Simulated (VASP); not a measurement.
# ZnO (sol) (P6_3mc) in VASP: further runs

Runs on ZnO (sol). Level: PBEsol. Tasks: single point, relaxation of cell and atoms.

Everything below comes from runs of VASP 6.6.1. Logs are shortened: lines on timing, memory, paths and dates and some standing lists are left out, and cuts for length are marked.

## (1) The cell of the first run

Symmetry: P6_3mc, No. 186, hexagonal system. The conventional cell has a = 3.231 Å, b = 3.231 Å, c = 5.216 Å, α = 90.00°, β = 90.00°, γ = 120.00°. Zn (site symmetry 3m) has 4 O at 1.90 to 2.26 Å within 2.5 Å. Within 2.5 Å of O (site symmetry 3m) lie 4 Zn at 1.90 to 2.26 Å.

## (2) Single point, PBEsol

The input, INCAR:

```
ALGO = Normal
EDIFF = 1E-7
ENCUT = 520
GGA = PS
ISIF = 2
ISMEAR = 0
LASPH = True
LCHARG = False
LREAL = False
LWAVE = False
NBANDS = 26
NELM = 100
PREC = Accurate
SIGMA = 0.01
```

The input, KPOINTS:

```
k-points
0
Gamma
  9 9 6
```

The input, POSCAR:

```
ZnO
1.0
    3.2309096810      0.0000000000      0.0000000000
   -1.6154548405      2.7980498610      0.0000000000
    0.0000000000      0.0000000000      5.2156080124
Zn O
2 2
Direct
    0.3333333333      0.6666666667     -0.0257085108
    0.6666666667      0.3333333333      0.4742914892
    0.3333333333      0.6666666667      0.4077085108
    0.6666666667      0.3333333333      0.9077085108
```

Potentials or basis: VASP PAW PBE potentials, release 64 (Zn, O).

Run with:

```
cat potpaw_PBE.64/Zn/POTCAR potpaw_PBE.64/O/POTCAR > POTCAR
mpirun -np 1 vasp_std > vasp.out
```

OUTCAR:

```text
EDIFF = 1E-7
   ENCUT = 520
   GGA = PS
   ISIF = 2
   ISMEAR = 0
   LASPH = True
   LREAL = False
   NELM = 100
   PREC = Accurate

 ion  position               nearest neighbor table
   1  0.333  0.667  0.974-   4 1.90   4 1.90   4 1.90   3 2.26
   2  0.667  0.333  0.474-   3 1.90   3 1.90   3 1.90   4 2.26
   3  0.333  0.667  0.408-   2 1.90   2 1.90   2 1.90   1 2.26
   4  0.667  0.333  0.908-   1 1.90   1 1.90   1 1.90   2 2.26

  LATTYP: Found a hexagonal cell.
 ALAT       =     3.2309096810
 C/A-ratio  =     1.6142846837

  Lattice vectors:

 A1 = (   3.2309096810,   0.0000000000,   0.0000000000)
 A2 = (  -1.6154548405,   2.7980498610,   0.0000000000)
 A3 = (   0.0000000000,   0.0000000000,   5.2156080124)

Analysis of symmetry for initial positions (statically):
=====================================================================
 Subroutine PRICEL returns:
 Original cell was already a primitive cell.

 Routine SETGRP: Setting up the symmetry group for a
 hexagonal supercell.

 Subroutine GETGRP returns: Found 12 space group operations
 (whereof  6 operations were pure point group operations)
 out of a pool of 24 trial point group operations.

The static configuration has the point symmetry C_3v.
 The point group associated with its full space group is C_6v.

Analysis of symmetry for dynamics (positions and initial velocities):
=====================================================================
 Subroutine PRICEL returns:
 Original cell was already a primitive cell.

 Routine SETGRP: Setting up the symmetry group for a
 hexagonal supercell.

 Subroutine GETGRP returns: Found 12 space group operations
 (whereof  6 operations were pure point group operations)
 out of a pool of 24 trial point group operations.

The dynamic configuration has the point symmetry C_3v.
 The point group associated with its full space group is C_6v.

 Subroutine INISYM returns: Found 12 space group operations
 (whereof  6 operations are pure point group operations),
 and found     1 'primitive' translations

----------------------------------------------------------------------------------------

                                     Primitive cell

  volume of cell :      47.1504

  direct lattice vectors                    reciprocal lattice vectors
     3.230909681  0.000000000  0.000000000     0.309510354  0.178695886  0.000000000
    -1.615454840  2.798049861  0.000000000     0.000000000  0.357391773  0.000000000
     0.000000000  0.000000000  5.215608012     0.000000000  0.000000000  0.191732200

  length of vectors
     3.230909681  3.230909681  5.215608012     0.357391773  0.357391773  0.191732200

  position of ions in fractional coordinates (direct lattice)
     0.333333333  0.666666667  0.974291489
     0.666666667  0.333333333  0.474291489
     0.333333333  0.666666667  0.407708511
     0.666666667  0.333333333  0.907708511

  ion indices of the primitive-cell ions
   primitive index   ion index
                 1           1
                 2           2
                 3           3
                 4           4

----------------------------------------------------------------------------------------

 KPOINTS: k-points

Automatic generation of k-mesh.
 Grid dimensions read from file:
 generate k-points for:    9    9    6

 Generating k-lattice:

  Cartesian coordinates                     Fractional coordinates (reciprocal lattice)
     0.034390039  0.019855098  0.000000000     0.111111111 -0.000000000  0.000000000
     0.000000000  0.039710197  0.000000000     0.000000000  0.111111111  0.000000000
     0.000000000  0.000000000  0.031955367     0.000000000  0.000000000  0.166666667

  Length of vectors
     0.039710197  0.039710197  0.031955367

  Shift w.r.t. Gamma in fractional coordinates (k-lattice)
     0.000000000  0.000000000  0.000000000

 Subroutine IBZKPT returns following result:
 ===========================================

 Found     48 irreducible k-points:

 Following reciprocal coordinates:
            Coordinates               Weight
  0.000000  0.000000  0.000000      1.000000
  0.111111 -0.000000  0.000000      6.000000
  0.222222 -0.000000  0.000000      6.000000
  0.333333 -0.000000  0.000000      6.000000
  0.444444 -0.000000  0.000000      6.000000
  0.111111  0.111111  0.000000      6.000000
[... 16 lines left out ...]
  0.333333  0.222222  0.166667     24.000000
  0.333333  0.333333  0.166667      4.000000
 [... further k-points ...]
   k-points           NKPTS =     48   k-points in BZ     NKDIM =     48   number of bands    NBANDS=     26
   number of dos      NEDOS =    301   number of ions     NIONS =      4
   total plane-waves  NPLWV =  23040
   dimension x,y,z NGX =    24 NGY =   24 NGZ =   40
   dimension x,y,z NGXF=    48 NGYF=   48 NGZF=   80
   ions per type =               2   2
   NGX,Y,Z   is equivalent  to a cutoff of  12.35, 12.35, 12.75 a.u.
   NGXF,Y,Z  is equivalent  to a cutoff of  24.70, 24.70, 25.50 a.u.
 SYSTEM =  unknown system
   PREC   = accura    normal or accurate (medium, high low for compatibility)
   ISTART =      0    job   : 0-new  1-cont  2-samecut
   ICHARG =      2    charge: 1-file 2-atom 10-const
   ISPIN  =      1    spin polarized calculation?
   LNONCOLLINEAR =      F non collinear calculations
   LSORBIT =      F    spin-orbit coupling
   LASPH  =      T    aspherical Exc in radial PAW
   ENCUT  =  520.0 eV  38.22 Ry    6.18 a.u.   6.01  6.01  9.70*2*pi/ulx,y,z
   NELM   =    100;   NELMIN=  2; NELMDL= -5     # of ELM steps
   EDIFF  = 0.1E-06   stopping-criterion for ELM
   LREAL  =      F    real-space projection
   EDIFFG = 0.1E-05   stopping-criterion for IOM
   NSW    =      0    number of steps for IOM
   IBRION =     -1    ionic relax: 0-MD 1-quasi-New 2-CG
   NFREE  =      0    steps in history (QN), initial steepest desc. (CG)
   ISIF   =      2    stress and relaxation
   ISYM   =      2    0-nonsym 1-usesym 2-fastsym
   POTIM  = 0.5000    time-step for ionic-motion
   TEBEG  =    0.0;   TEEND  =   0.0 temperature during run
   PSTRESS=    0.0 pullay stress
   NELECT =      36.0000    total number of electrons
   NUPDOWN=      -1.0000    fix difference up-down
   EMIN   =  10.00;   EMAX   =-10.00  energy-range for DOS
   EFERMI =   0.00;   METHOD = LEGACY
   ISMEAR =     0;   SIGMA  =   0.01  broadening in eV -4-tet -1-fermi 0-gaus
   EFERMI_NEDOS =   21; number of points for ismear=-14 and -15
   IALGO  =     38    algorithm
   IMIX   =      4    mixing-type and parameters
     AMIX     =   0.40;   BMIX     =  1.00
     AMIX_MAG =   1.60;   BMIX_MAG =  1.00
  volume/ion in A,a.u.               =      11.79        79.55
  Fermi-wavevector in a.u.,A,eV,Ry     =   1.496284  2.827566 30.461604  2.238865
  Thomas-Fermi vector in A             =   2.608320
   LORBIT       =      0    0 simple, 1 ext, 2 COOP (PROOUT), +10 PAW based schemes
   GGA     = PS    functional components
   LHFCALC =     F    Hartree Fock is set to
   AEXX    =    0.0000 exact exchange contribution
   IVDW    =     0    specifies the selected vdW correction
   LEPSILON=     F    determine dielectric tensor
   LRPA    =     F    only Hartree local field effects (RPA)
 non-spin polarized calculation
 Gauss-broadening in eV      SIGMA  =   0.01
  energy-cutoff  :      520.00
  volume of cell :       47.15
 maximum number of plane-waves:      1290
   NGX = 13   NGY = 13   NGZ = 19

 number of electron      36.0000015 magnetization

 Free energy of the ion-electron system (eV)
  ---------------------------------------------------
  ext. energy  EPLUGINS =         0.00000000
  ---------------------------------------------------
  free energy    TOTEN  =       -19.12522382 eV

  energy without entropy =      -19.12522382  energy(sigma->0) =      -19.12522382

 E-fermi :   1.3866     XC(G=0): -11.2251

 val. band max:        1.2559235660   @ k =   0.0000   0.0000   0.0000
 cond. band min:       2.0236878706   @ k =   0.0000   0.0000   0.0000
 fundamental gap:      0.7677643046
 Fermi energy:         1.3866262419

 k-point     1 :       0.0000    0.0000    0.0000
  band No.  band energies     occupation
      1     -17.0547      2.00000
      2     -16.3508      2.00000
      3      -4.9525      2.00000
      4      -4.9525      2.00000
      5      -4.9348      2.00000
      6      -4.9348      2.00000
[... 18 lines left out ...]
     25      15.1040      0.00000
     26      15.3120      0.00000

 k-point     2 :       0.1111   -0.0000    0.0000
  band No.  band energies     occupation
      1     -16.9809      2.00000
      2     -16.3121      2.00000
      3      -5.0211      2.00000
      4      -4.9451      2.00000
      5      -4.8863      2.00000
      6      -4.8527      2.00000
[... 18 lines left out ...]
     25      15.1091      0.00000
     26      15.4438      0.00000

 k-point     3 :       0.2222   -0.0000    0.0000
  band No.  band energies     occupation
      1     -16.7841      2.00000
      2     -16.2179      2.00000
      3      -5.1492      2.00000
      4      -4.9457      2.00000
      5      -4.6895      2.00000
      6      -4.6447      2.00000
[... 18 lines left out ...]
     25      14.6201      0.00000
     26      16.0389      0.00000

 k-point     4 :       0.3333   -0.0000    0.0000
  band No.  band energies     occupation
      1     -16.5348      2.00000
      2     -16.1257      2.00000
      3      -5.2003      2.00000
      4      -4.9102      2.00000
      5      -4.4342      2.00000
      6      -4.3795      2.00000
[... 18 lines left out ...]
     25      15.1583      0.00000
     26      15.9236      0.00000
[... 496 lines left out ...]
      1     -16.3922      2.00000
      2     -16.1153      2.00000
      3      -5.0128      2.00000
      4      -4.8118      2.00000
      5      -4.4626      2.00000
      6      -4.3580      2.00000
[... 18 lines left out ...]
     25      12.9257      0.00000
     26      16.2113      0.00000

 k-point    23 :       0.3333    0.2222    0.1667
  band No.  band energies     occupation
      1     -16.2341      2.00000
      2     -16.0976      2.00000
      3      -4.7616      2.00000
      4      -4.6622      2.00000
      5      -4.3315      2.00000
      6      -4.2282      2.00000
[... 18 lines left out ...]
     25      13.5057      0.00000
     26      15.3912      0.00000

 k-point    24 :       0.3333    0.3333    0.1667
  band No.  band energies     occupation
      1     -16.1361      2.00000
      2     -16.1361      2.00000
      3      -4.4789      2.00000
      4      -4.4789      2.00000
      5      -4.3571      2.00000
      6      -4.1359      2.00000
[... 18 lines left out ...]
     25      14.1827      0.00000
     26      15.6898      0.00000

 [... further k-points ...]
[... 5 lines left out ...]
  --------------------------------------------------------------------------------------
  -------------------------------------------------------------------------------------
  Total        2.8239875      2.8239875     -1.5425663      0.0000000      0.0000000      0.0000000
  in kB       95.9595352     95.9595352    -52.4166424      0.0000000      0.0000000      0.0000000
  external PRESSURE =      46.5008093 kB  Pullay stress =       0.0000000 kB

 VOLUME and BASIS-vectors are now :
 -----------------------------------------------------------------------------
  energy-cutoff  :      520.00
  volume of cell :       47.15
      direct lattice vectors                 reciprocal lattice vectors
     3.230909681  0.000000000  0.000000000     0.309510354  0.178695886  0.000000000
    -1.615454840  2.798049861  0.000000000     0.000000000  0.357391773  0.000000000
     0.000000000  0.000000000  5.215608012     0.000000000  0.000000000  0.191732200

 POSITION                                       TOTAL-FORCE (eV/Angst)
 -----------------------------------------------------------------------------------
     -0.00000      1.86537      5.08152        -0.000000      0.000000      0.669589
      1.61545      0.93268      2.47372        -0.000000     -0.000000      0.669589
     -0.00000      1.86537      2.12645        -0.000000      0.000000     -0.669589
      1.61545      0.93268      4.73425         0.000000      0.000000     -0.669589
 -----------------------------------------------------------------------------------
    total drift:                               -0.000001     -0.000002     -0.001637

  FREE ENERGIE OF THE ION-ELECTRON SYSTEM (eV)
  ---------------------------------------------------
  free  energy   TOTEN  =       -19.1252238228 eV

  energy  without entropy=      -19.1252238228  energy(sigma->0) =      -19.12522382
```

Run time: 31 s. Hardware: 1 thread of Intel Xeon Platinum 8488C (Sapphire Rapids), shared host; peak memory 0.18 GiB.

Results:

- Free energy: -19.1252 eV
- Pressure: 4.7 GPa
- Largest force: 0.670 eV/Å
- Band gap on the k mesh: 0.77 eV, direct

Forces on the atoms (eV/Å):
```
Zn   0.000  0.000  0.670
Zn   0.000  0.000  0.670
O    0.000  0.000 -0.670
O    0.000  0.000 -0.670
```

Caveat: the PAW data sets were made with another functional, which shifts forces and pressure a little.

## (3) Single point, PBEsol

The input, INCAR:

```
PREC     = Accurate       # precision mode
ENCUT    = 520            # plane-wave cutoff, eV
EDIFF    = 1E-6           # SCF threshold, eV
ISMEAR   = 0              # smearing method
SIGMA    = 0.01           # smearing width, eV
LREAL    = F              # projectors in reciprocal space
LASPH    = T              # aspherical terms in the spheres
NELM     = 60             # most SCF steps
ALGO     = Normal         # electronic algorithm
ISIF     = 2              # what is computed and relaxed
LWAVE    = F              # write WAVECAR
LCHARG   = T              # write CHGCAR
GGA      = PS             # functional
LELF     = T              # ELF
LVHAR    = T            
NBANDS   = 26             # bands
```

The input, KPOINTS:

```
regular mesh
0
Gamma
  9 9 6
```

The input, POSCAR:

```
ZnO
1.0
    3.2309096810      0.0000000000      0.0000000000
   -1.6154548405      2.7980498610      0.0000000000
    0.0000000000      0.0000000000      5.2156080124
Zn O
2 2
Direct
    0.3333333333      0.6666666667     -0.0347880078
    0.6666666667      0.3333333333      0.4652119922
    0.3333333333      0.6666666667      0.4167880078
    0.6666666667      0.3333333333      0.9167880078
```

Potentials or basis: VASP PAW PBE potentials, release 64 (Zn, O).

Run with:

```
cat potpaw_PBE.64/Zn/POTCAR potpaw_PBE.64/O/POTCAR > POTCAR
mpirun -np 1 vasp_std > vasp.out
```

It took 33 s on 1 thread of Intel Xeon Platinum 8488C (Sapphire Rapids), shared host; peak memory 0.18 GiB.

The run converged. Its results:

- Free energy: -19.0066 eV
- Pressure: 6.2 GPa
- Largest force: 0.568 eV/Å
- Band gap on the k mesh: 0.79 eV, direct

Forces in eV/Å, atoms in the order of the input:
```
Zn   0.000  0.000  0.568
Zn   0.000  0.000  0.568
O    0.000  0.000 -0.568
O    0.000  0.000 -0.568
```

Stress tensor (GPa, compression positive):
```
11.79  0.00  0.00
 0.00 11.79  0.00
 0.00  0.00 -4.94
```

Levels at points of the mesh, in eV from the valence-band top:
```csv
k point,band 16,band 17,band 18,band 19,band 20,band 21
"(0.00, 0.00, 0.00)",-0.39,0.00,0.00,0.79,4.76,7.78
"(0.00, 0.00, 0.50)",-0.19,-0.19,-0.19,3.25,3.25,9.56
```

Caveat: the PAW data sets were made with another functional, which shifts forces and pressure a little.

## (4) Single point, PBEsol

The input, INCAR:

```
SYSTEM = ZnO
PREC     = Accurate       ! precision mode
ENCUT    = 520            ! plane-wave cutoff, eV
EDIFF    = 1E-6           ! SCF threshold, eV
ISMEAR   = 0              ! smearing method
SIGMA    = 0.01           ! smearing width, eV
LREAL    = .False.        ! projectors in reciprocal space
LASPH    = .True.         ! aspherical terms in the spheres
NELM     = 60             ! most SCF steps
ALGO     = Normal         ! electronic algorithm
ISIF     = 2              ! what is computed and relaxed
LWAVE    = .False.        ! write WAVECAR
LCHARG   = .True.         ! write CHGCAR
GGA      = PS             ! functional
LELF     = .True.         ! ELF
LVHAR    = .True.       
NBANDS   = 26             ! bands
```

The input, KPOINTS:

```
regular mesh
0
Gamma
  9 9 6
  0 0 0
```

The input, POSCAR:

```
ZnO
1.0
    3.2309096810      0.0000000000      0.0000000000
   -1.6154548405      2.7980498610      0.0000000000
    0.0000000000      0.0000000000      5.2156080124
Zn O
2 2
Direct
    0.3333333333      0.6666666667     -0.0438675049
    0.6666666667      0.3333333333      0.4561324951
    0.3333333333      0.6666666667      0.4258675049
    0.6666666667      0.3333333333      0.9258675049
```

Run with:

```
cat potpaw_PBE.64/Zn/POTCAR potpaw_PBE.64/O/POTCAR > POTCAR
mpirun -np 1 vasp_std > vasp.out
```

Wall time 38 s (1 thread of Intel Xeon Platinum 8488C (Sapphire Rapids), shared host); peak memory 0.18 GiB.

The run converged. Its results:

| Property | Result |
| --- | --- |
| Free energy | -18.9152 eV |
| Pressure | 7.5 GPa |
| Largest force | 0.388 eV/Å |
| Band gap on the k mesh | 0.81 eV, direct |

Forces in eV/Å, atoms in the order of the input:
```
Zn   0.000  0.000  0.388
Zn   0.000  0.000  0.388
O    0.000  0.000 -0.388
O    0.000  0.000 -0.388
```

Stress tensor (GPa, compression positive):
```
13.41  0.00  0.00
 0.00 13.41  0.00
 0.00  0.00 -4.44
```

Levels at points of the mesh, in eV from the valence-band top:
| k point | band 16 | band 17 | band 18 | band 19 | band 20 | band 21 |
| --- | --- | --- | --- | --- | --- | --- |
| (0.00, 0.00, 0.00) | -0.35 | 0.00 | 0.00 | 0.81 | 4.71 | 7.74 |
| (0.00, 0.00, 0.50) | -0.17 | -0.17 | -0.17 | 3.22 | 3.22 | 9.55 |

Caveat: the PAW data sets were made with another functional, which shifts forces and pressure a little.

## (5) Relaxation of cell and atoms, PBEsol

This run uses another cell than the first one, of 11.90 Å³/atom, 1.010 times its volume.

The input, INCAR:

```
PREC = Accurate ; ENCUT = 600
EDIFF = 1E-7 ; ISMEAR = 0
SIGMA = 0.02 ; LREAL = F
LASPH = T ; NELM = 100
ALGO = Normal ; ISIF = 3
LWAVE = F ; LCHARG = F
GGA = PS ; IBRION = 2
NSW = 100 ; EDIFFG = -0.002
```

The input, KPOINTS:

```
Automatic mesh
0
Gamma
  9 9 6
```

The input, POSCAR:

```
ZnO
1.0
    3.2500000000      0.0000000000      0.0000000000
   -1.6250000000      2.8145825623      0.0000000000
    0.0000000000      0.0000000000      5.2050000000
Zn O
2 2
Direct
    0.3333333333      0.6666666667      0.0000000000
    0.6666666667      0.3333333333      0.5000000000
    0.3333333333      0.6666666667      0.3820000000
    0.6666666667      0.3333333333      0.8820000000
```

Run with:

```
cat potpaw_PBE.64/Zn/POTCAR potpaw_PBE.64/O/POTCAR > POTCAR
mpirun -np 1 vasp_std > vasp.out
```

Wall time 3 min (1 thread of Intel Xeon Platinum 8488C (Sapphire Rapids), shared host); peak memory 0.2 GiB.

It converged, with:

```
Free energy                            : -19.4158 eV
Relaxed volume                         : 11.84 Å³/atom
Relaxed cell                           : a = 3.236 Å, b = 3.236 Å, c = 5.224 Å, α = 90.00°, β = 90.00°, γ = 120.00°
Space group after relaxing (to 0.05 Å) : P6_3mc (No. 186)
Energy gained by relaxing              : 0.3 meV/atom
Ionic steps                            : 9
Pressure after relaxing                : 0.0 GPa
Band gap on the k mesh                 : 0.68 eV, direct
```

Step by step:
```tsv
step	energy change (eV)	largest force (eV/Å)	pressure (GPa)	volume (Å³)
1	0.0000	0.0324	-0.70	47.61
2	-0.0007	0.0257	0.36	47.25
3	-0.0008	0.0270	0.14	47.33
4	-0.0010	0.0206	0.12	47.34
5	-0.0014	0.0001	0.00	47.36
6	-0.0014	0.0043	0.03	47.37
7	-0.0014	0.0054	-0.06	47.39
8	-0.0014	0.0002	-0.02	47.38
9	-0.0014	0.0006	0.01	47.38
```

Final structure:
```yaml
crystal:
  lattice:
    - [3.23599, 0.00000, 0.00000]
    - [-1.61800, 2.80245, 0.00000]
    - [0.00000, 0.00000, 5.22429]
  atoms:
    - { symbol: Zn, position: [0.33333, 0.66667, 0.00155] }
    - { symbol: Zn, position: [0.66667, 0.33333, 0.50155] }
    - { symbol: O, position: [0.33333, 0.66667, 0.38045] }
    - { symbol: O, position: [0.66667, 0.33333, 0.88045] }
```

Levels at points of the mesh, in eV from the valence-band top:
```
           k point  band 15  band 16  band 17  band 18  band 19  band 20  band 21  band 22
(0.00, 0.00, 0.00)    -0.81    -0.09     0.00     0.00     0.68     5.14     8.08    12.81
(0.00, 0.00, 0.50)    -0.40    -0.40    -0.40    -0.40     3.37     3.37     9.94     9.94
```

Caveat: the PAW data sets were made with another functional, which shifts forces and pressure a little. Expect the measured gap to be larger: semilocal functionals such as PBEsol lack the derivative discontinuity.
